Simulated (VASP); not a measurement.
Here is a VASP 6.6.1 calculation.

File INCAR:

```
SYSTEM = SiO2
PREC = Accurate ; ENCUT = 520
EDIFF = 1E-7 ; ISMEAR = -1
SIGMA = 0.02 ; LREAL = .False.
LASPH = .True. ; NELM = 60
ALGO = Normal ; ISIF = 2
LWAVE = .False. ; LCHARG = .False.
GGA = PE ; NBANDS = 44
```

File KPOINTS:

```
Automatic mesh
0
Gamma
  4 4 3
  0 0 0
```

File POSCAR:

```
SiO2
1.0
    4.9820000000      0.0000000000      0.0000000000
    0.0000000000      4.9820000000      0.0000000000
    0.0000000000      0.0000000000      6.9630000000
Si O
4 8
Direct
    0.3039018413      0.3039018413      0.0000000000
    0.1960981587      0.8039018413      0.2500000000
    0.6960981587      0.6960981587      0.5000000000
    0.8039018413      0.1960981587      0.7500000000
    0.2373186949      0.1139629069      0.1837361131
    0.3860370931      0.7373186949      0.4337361131
    0.7626813051      0.8860370931      0.6837361131
    0.6139629069      0.2626813051      0.9337361131
    0.7373186949      0.3860370931      0.5662638869
    0.8860370931      0.7626813051      0.3162638869
    0.2626813051      0.6139629069      0.0662638869
    0.1139629069      0.2373186949      0.8162638869
```

Potentials or basis: VASP PAW PBE potentials, release 64 (Si, O).

Launch:

```sh
$ cat potpaw_PBE.64/Si/POTCAR potpaw_PBE.64/O/POTCAR > POTCAR
$ mpirun -np 1 vasp_std > vasp.out
```

(1) Estimate the largest force.

(2) Predict the pressure.

## Answers

(1) 0.030 eV/Å.

(2) 1.2 GPa.
